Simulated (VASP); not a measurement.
# ZnInGaO4 (R3m) in VASP: single point with PBE

Aim: the single point of ZnInGaO4 with PBE.

Program: VASP 6.6.1. These are calculated values, not measurements. Logs are shortened: lines on timing, memory, paths and dates and some standing lists are left out, and cuts for length are marked.

### Step 1. The cell of the first run

The structure is trigonal, space group R3m (No. 160). The conventional cell has a = 3.356 Å, b = 3.356 Å, c = 26.115 Å, α = 90.00°, β = 90.00°, γ = 120.00°. Zn (site symmetry 3m) has 5 O at 2.00 to 2.55 Å within 2.6 Å. Within 2.9 Å of In (site symmetry 3m) lie 6 O at 2.22 Å. Ga (site symmetry 3m) has 5 O at 1.94 to 2.00 Å within 2.6 Å. Within 2.6 Å of O (site symmetry 3m) lie 1 Zn at 2.00 Å and 3 In at 2.22 Å. Within 2.6 Å of O (site symmetry 3m) lie 1 Ga at 1.98 Å and 3 In at 2.22 Å. O (site symmetry 3m) has 3 Ga at 1.94 Å and 1 Zn at 2.55 Å within 2.6 Å. Within 2.6 Å of O (site symmetry 3m) lie 1 Ga at 2.00 Å and 3 Zn at 2.02 Å.

### Step 2. Single point, PBE

INCAR

```
  PREC = Accurate
  ENCUT = 520
  EDIFF = 1E-6
  ISMEAR = 0
  SIGMA = 0.05
  LREAL = False
  LASPH = True
  NELM = 100
  ALGO = Normal
  ISIF = 2
  LWAVE = False
  LCHARG = False
  GGA = PE
  NBANDS = 40
```

KPOINTS

```
Automatic mesh
0
Gamma
  9 9 9
```

POSCAR

```
ZnInGaO4
1.0
    1.6778680567      0.9687175742      8.7048433037
   -1.6778680567      0.9687175742      8.7048433037
    0.0000000000     -1.9374351484      8.7048433037
Zn In Ga O
1 1 1 4
Direct
    0.2188097768      0.2188097768      0.2188097768
    0.0030792351      0.0030792351      0.0030792351
    0.7870458987      0.7870458987      0.7870458987
    0.2952832344      0.2952832344      0.2952832344
    0.7112334344      0.7112334344      0.7112334344
    0.1210293613      0.1210293613      0.1210293613
    0.8635200593      0.8635200593      0.8635200593
```

Potentials or basis: VASP PAW PBE potentials, release 64 (Zn, In_d, Ga_d, O).

The run is started by

```bash
> cat potpaw_PBE.64/Zn/POTCAR potpaw_PBE.64/In_d/POTCAR potpaw_PBE.64/Ga_d/POTCAR potpaw_PBE.64/O/POTCAR > POTCAR
> mpirun -np 1 vasp_std > vasp.out
```

OUTCAR:

```text
PREC = Accurate
   ENCUT = 520
   EDIFF = 1E-6
   ISMEAR = 0
   LREAL = False
   LASPH = True
   NELM = 100
   ISIF = 2
   GGA = PE

 ion  position               nearest neighbor table
   1  0.219  0.219  0.219-   4 2.00   7 2.02   7 2.02   7 2.02
   2  0.003  0.003  0.003-   4 2.22   4 2.22   4 2.22   5 2.22   5 2.22   5 2.22
   3  0.787  0.787  0.787-   6 1.94   6 1.94   6 1.94   5 1.98   7 2.00
   4  0.295  0.295  0.295-   1 2.00   2 2.22   2 2.22   2 2.22
   5  0.711  0.711  0.711-   3 1.98   2 2.22   2 2.22   2 2.22
   6  0.121  0.121  0.121-   3 1.94   3 1.94   3 1.94
   7  0.864  0.864  0.864-   3 2.00   1 2.02   1 2.02   1 2.02

  LATTYP: Found a trigonal (rhomboedric) cell.
 ALAT       =     8.9178445768
 COS(alpha) =     0.9292012142

  Lattice vectors:

 A1 = (   1.6778680567,   0.9687175742,   8.7048433037)
 A2 = (  -1.6778680567,   0.9687175742,   8.7048433037)
 A3 = (   0.0000000000,  -1.9374351484,   8.7048433037)

Analysis of symmetry for initial positions (statically):
=====================================================================
 Subroutine PRICEL returns:
 Original cell was already a primitive cell.

 Routine SETGRP: Setting up the symmetry group for a
 trigonal (rhombohedral) supercell.

 Subroutine GETGRP returns: Found  6 space group operations
 (whereof  6 operations were pure point group operations)
 out of a pool of 12 trial point group operations.

The static configuration has the point symmetry C_3v.

Analysis of symmetry for dynamics (positions and initial velocities):
=====================================================================
 Subroutine PRICEL returns:
 Original cell was already a primitive cell.

 Routine SETGRP: Setting up the symmetry group for a
 trigonal (rhombohedral) supercell.

 Subroutine GETGRP returns: Found  6 space group operations
 (whereof  6 operations were pure point group operations)
 out of a pool of 12 trial point group operations.

The dynamic configuration has the point symmetry C_3v.

 Subroutine INISYM returns: Found  6 space group operations
 (whereof  6 operations are pure point group operations),
 and found     1 'primitive' translations

----------------------------------------------------------------------------------------

                                     Primitive cell

  volume of cell :      84.8921

  direct lattice vectors                    reciprocal lattice vectors
     1.677868057  0.968717574  8.704843304     0.297997210  0.172048770  0.038292859
    -1.677868057  0.968717574  8.704843304    -0.297997210  0.172048770  0.038292859
     0.000000000 -1.937435148  8.704843304     0.000000000 -0.344097539  0.038292859

  length of vectors
     8.917844577  8.917844577  8.917844577     0.346221691  0.346221691  0.346221691

  position of ions in fractional coordinates (direct lattice)
     0.218809777  0.218809777  0.218809777
     0.003079235  0.003079235  0.003079235
     0.787045899  0.787045899  0.787045899
     0.295283234  0.295283234  0.295283234
     0.711233434  0.711233434  0.711233434
     0.121029361  0.121029361  0.121029361
     0.863520059  0.863520059  0.863520059

  ion indices of the primitive-cell ions
   primitive index   ion index
                 1           1
                 2           2
                 3           3
                 4           4
                 5           5
                 6           6
                 7           7

----------------------------------------------------------------------------------------

 KPOINTS: Automatic mesh

Automatic generation of k-mesh.
 Grid dimensions read from file:
 generate k-points for:    9    9    9

 Generating k-lattice:

  Cartesian coordinates                     Fractional coordinates (reciprocal lattice)
     0.033110801  0.019116530  0.004254762     0.111111111  0.000000000  0.000000000
    -0.033110801  0.019116530  0.004254762     0.000000000  0.111111111  0.000000000
     0.000000000 -0.038233060  0.004254762     0.000000000  0.000000000  0.111111111

  Length of vectors
     0.038469077  0.038469077  0.038469077

  Shift w.r.t. Gamma in fractional coordinates (k-lattice)
     0.000000000  0.000000000  0.000000000

 Subroutine IBZKPT returns following result:
 ===========================================

 Found     85 irreducible k-points:

 Following reciprocal coordinates:
            Coordinates               Weight
  0.000000  0.000000  0.000000      1.000000
  0.111111 -0.000000 -0.000000      6.000000
  0.222222 -0.000000 -0.000000      6.000000
  0.333333 -0.000000 -0.000000      6.000000
  0.444444 -0.000000 -0.000000      6.000000
  0.111111  0.111111 -0.000000      6.000000
[... 16 lines left out ...]
 -0.333333  0.333333  0.000000      6.000000
  0.444444  0.444444 -0.000000      6.000000
 [... further k-points ...]
   k-points           NKPTS =     85   k-points in BZ     NKDIM =     85   number of bands    NBANDS=     40
   number of dos      NEDOS =    301   number of ions     NIONS =      7
   total plane-waves  NPLWV = 343000
   dimension x,y,z NGX =    70 NGY =   70 NGZ =   70
   dimension x,y,z NGXF=   140 NGYF=  140 NGZF=  140
   ions per type =               1   1   1   4
   NGX,Y,Z   is equivalent  to a cutoff of  13.05, 13.05, 13.05 a.u.
   NGXF,Y,Z  is equivalent  to a cutoff of  26.10, 26.10, 26.10 a.u.
 SYSTEM =  unknown system
   PREC   = accura    normal or accurate (medium, high low for compatibility)
   ISTART =      0    job   : 0-new  1-cont  2-samecut
   ICHARG =      2    charge: 1-file 2-atom 10-const
   ISPIN  =      1    spin polarized calculation?
   LNONCOLLINEAR =      F non collinear calculations
   LSORBIT =      F    spin-orbit coupling
   LASPH  =      T    aspherical Exc in radial PAW
   ENCUT  =  520.0 eV  38.22 Ry    6.18 a.u.  16.58 16.58 16.58*2*pi/ulx,y,z
   NELM   =    100;   NELMIN=  2; NELMDL= -5     # of ELM steps
   EDIFF  = 0.1E-05   stopping-criterion for ELM
   LREAL  =      F    real-space projection
   EDIFFG = 0.1E-04   stopping-criterion for IOM
   NSW    =      0    number of steps for IOM
   IBRION =     -1    ionic relax: 0-MD 1-quasi-New 2-CG
   NFREE  =      0    steps in history (QN), initial steepest desc. (CG)
   ISIF   =      2    stress and relaxation
   ISYM   =      2    0-nonsym 1-usesym 2-fastsym
   POTIM  = 0.5000    time-step for ionic-motion
   TEBEG  =    0.0;   TEEND  =   0.0 temperature during run
   PSTRESS=    0.0 pullay stress
   NELECT =      62.0000    total number of electrons
   NUPDOWN=      -1.0000    fix difference up-down
   EMIN   =  10.00;   EMAX   =-10.00  energy-range for DOS
   EFERMI =   0.00;   METHOD = LEGACY
   ISMEAR =     0;   SIGMA  =   0.05  broadening in eV -4-tet -1-fermi 0-gaus
   EFERMI_NEDOS =   21; number of points for ismear=-14 and -15
   IALGO  =     38    algorithm
   IMIX   =      4    mixing-type and parameters
     AMIX     =   0.40;   BMIX     =  1.00
     AMIX_MAG =   1.60;   BMIX_MAG =  1.00
  volume/ion in A,a.u.               =      12.13        81.84
  Fermi-wavevector in a.u.,A,eV,Ry     =   1.474290  2.786005 29.572695  2.173532
  Thomas-Fermi vector in A             =   2.589080
   LORBIT       =      0    0 simple, 1 ext, 2 COOP (PROOUT), +10 PAW based schemes
   GGA     = PE    functional components
   LHFCALC =     F    Hartree Fock is set to
   AEXX    =    0.0000 exact exchange contribution
   IVDW    =     0    specifies the selected vdW correction
   LEPSILON=     F    determine dielectric tensor
   LRPA    =     F    only Hartree local field effects (RPA)
 non-spin polarized calculation
 Gauss-broadening in eV      SIGMA  =   0.05
  energy-cutoff  :      520.00
  volume of cell :       84.89
 maximum number of plane-waves:      2306
 NGX is ok and might be reduce to    70
   NGX = 33   NGY = 33   NGZ = 33

 number of electron      62.0000007 magnetization

 Free energy of the ion-electron system (eV)
  ---------------------------------------------------
  ext. energy  EPLUGINS =         0.00000000
  ---------------------------------------------------
  free energy    TOTEN  =       -37.81199928 eV

  energy without entropy =      -37.81199928  energy(sigma->0) =      -37.81199928

 E-fermi :   3.8542     XC(G=0): -11.0288

 val. band max:        3.5906358950   @ k =   0.0000   0.0000   0.0000
 cond. band min:       4.6862216789   @ k =   0.0000   0.0000   0.0000
 fundamental gap:      1.0955857839
 Fermi energy:         3.8541696675

 k-point     1 :       0.0000    0.0000    0.0000
  band No.  band energies     occupation
      1     -14.8837      2.00000
      2     -13.9863      2.00000
      3     -13.4216      2.00000
      4     -13.0011      2.00000
      5      -9.7409      2.00000
      6      -9.7409      2.00000
[... 32 lines left out ...]
     39      15.6922      0.00000
     40      15.6923      0.00000

 k-point     2 :       0.1111   -0.0000   -0.0000
  band No.  band energies     occupation
      1     -14.8103      2.00000
      2     -13.9231      2.00000
      3     -13.3938      2.00000
      4     -13.0547      2.00000
      5      -9.7198      2.00000
      6      -9.7159      2.00000
[... 32 lines left out ...]
     39      15.0413      0.00000
     40      15.6450      0.00000

 k-point     3 :       0.2222   -0.0000   -0.0000
  band No.  band energies     occupation
      1     -14.6173      2.00000
      2     -13.7667      2.00000
      3     -13.3370      2.00000
      4     -13.1616      2.00000
      5      -9.6513      2.00000
      6      -9.6473      2.00000
[... 853 lines left out ...]
  band No.  band energies     occupation
      1     -14.0831      2.00000
      2     -13.6015      2.00000
      3     -13.3024      2.00000
      4     -13.1102      2.00000
      5      -9.5171      2.00000
      6      -9.4311      2.00000
[... 32 lines left out ...]
     39      13.6430      0.00000
     40      13.8786      0.00000

 k-point    24 :       0.4444    0.4444   -0.0000
  band No.  band energies     occupation
      1     -14.2082      2.00000
      2     -13.6424      2.00000
      3     -13.2949      2.00000
      4     -13.1005      2.00000
      5      -9.5240      2.00000
      6      -9.4435      2.00000
[... 32 lines left out ...]
     39      14.2822      0.00000
     40      15.8086      0.00000

 [... further k-points ...]

------------------------ aborting loop because EDIFF is reached ----------------------------------------

  FORCE on cell =-STRESS in cart. coord.  units (eV):
  Direction    XX          YY          ZZ          XY          YZ          ZX
  --------------------------------------------------------------------------------------
  -------------------------------------------------------------------------------------
  Total        0.3391664      0.3391664      0.3351930      0.0000000      0.0000000      0.0000000
  in kB        6.4011227      6.4011227      6.3261334      0.0000000      0.0000000      0.0000000
  external PRESSURE =       6.3761263 kB  Pullay stress =       0.0000000 kB

 VOLUME and BASIS-vectors are now :
 -----------------------------------------------------------------------------
  energy-cutoff  :      520.00
  volume of cell :       84.89
      direct lattice vectors                 reciprocal lattice vectors
     1.677868057  0.968717574  8.704843304     0.297997210  0.172048770  0.038292859
    -1.677868057  0.968717574  8.704843304    -0.297997210  0.172048770  0.038292859
     0.000000000 -1.937435148  8.704843304     0.000000000 -0.344097539  0.038292859

 POSITION                                       TOTAL-FORCE (eV/Angst)
 -----------------------------------------------------------------------------------
      0.00000      0.00000      5.71411         0.000000     -0.000000      0.002301
      0.00000      0.00000      0.08041         0.000000     -0.000000      0.001865
      0.00000      0.00000     20.55333         0.000000     -0.000000     -0.003787
      0.00000      0.00000      7.71118         0.000000      0.000000      0.010946
      0.00000      0.00000     18.57353         0.000000     -0.000000     -0.005148
      0.00000      0.00000      3.16062         0.000000      0.000000     -0.002456
      0.00000      0.00000     22.55042         0.000000     -0.000000     -0.003720
 -----------------------------------------------------------------------------------
    total drift:                                0.000000     -0.000000     -0.000051

  FREE ENERGIE OF THE ION-ELECTRON SYSTEM (eV)
  ---------------------------------------------------
  free  energy   TOTEN  =       -37.8119992777 eV

  energy  without entropy=      -37.8119992777  energy(sigma->0) =      -37.81199928
```

It took 78 min on 1 thread of Oxide Virtual Turin-like, shared host; peak memory 0.85 GiB.

Results:

```yaml
Free_energy: -37.8120 eV
Pressure: 0.6 GPa
Largest_force: 0.011 eV/Å
Band_gap_on_the_k_mesh: 1.10 eV
```

Forces in eV/Å, atoms in the order of the input:
```
Zn   0.000  0.000  0.002
In   0.000  0.000  0.002
Ga   0.000  0.000 -0.004
O    0.000  0.000  0.011
O    0.000  0.000 -0.005
O    0.000  0.000 -0.002
O    0.000  0.000 -0.004
```

Caveat: spin-orbit coupling is left out, which moves the levels of the heavy elements. A k mesh can miss the band edges.
